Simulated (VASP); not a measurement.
A run of VASP 6.6.1 is set up as follows.

The input INCAR:

```
PREC     = Accurate       # precision mode
ENCUT    = 500            # plane-wave cutoff, eV
EDIFF    = 1E-6           # SCF threshold, eV
ISMEAR   = 0              # smearing method
SIGMA    = 0.01           # smearing width, eV
LREAL    = F              # projectors in reciprocal space
LASPH    = T              # aspherical terms in the spheres
NELM     = 120            # most SCF steps
ALGO     = Normal         # electronic algorithm
ISIF     = 2              # what is computed and relaxed
LWAVE    = F              # write WAVECAR
LCHARG   = F              # write CHGCAR
GGA      = PE             # functional
IVDW     = 12             # dispersion correction
NBANDS   = 16             # bands
GGA_COMPAT= F
```

File KPOINTS:

```
Automatic mesh
0
Gamma
  6 6 6
```

File POSCAR:

```
CdTe
1.0
    0.0000000000      3.2050000000      3.2050000000
    3.2050000000      0.0000000000      3.2050000000
    3.2050000000      3.2050000000      0.0000000000
Cd Te
1 1
Direct
    0.0000000000      0.0000000000      0.0000000000
    0.7500000000      0.7500000000      0.7500000000
```

Potentials or basis: VASP PAW PBE potentials, release 64 (Cd, Te).

Command:

```console
$ cat potpaw_PBE.64/Cd/POTCAR potpaw_PBE.64/Te/POTCAR > POTCAR
$ mpirun -np 1 vasp_std > vasp.out
```

Problem. Estimate the band gap on the k mesh.

Solution. 0.87 eV.

Problem. What does it give for the dispersion energy per atom?

Solution. -0.355 eV.

Problem. What does it give for the pressure?

Solution. 2.4 GPa.

Caveat: three body term missing; spin-orbit coupling is left out, which moves the levels of the heavy elements. A hybrid or GW would open this gap; PBE tends to underestimate it.
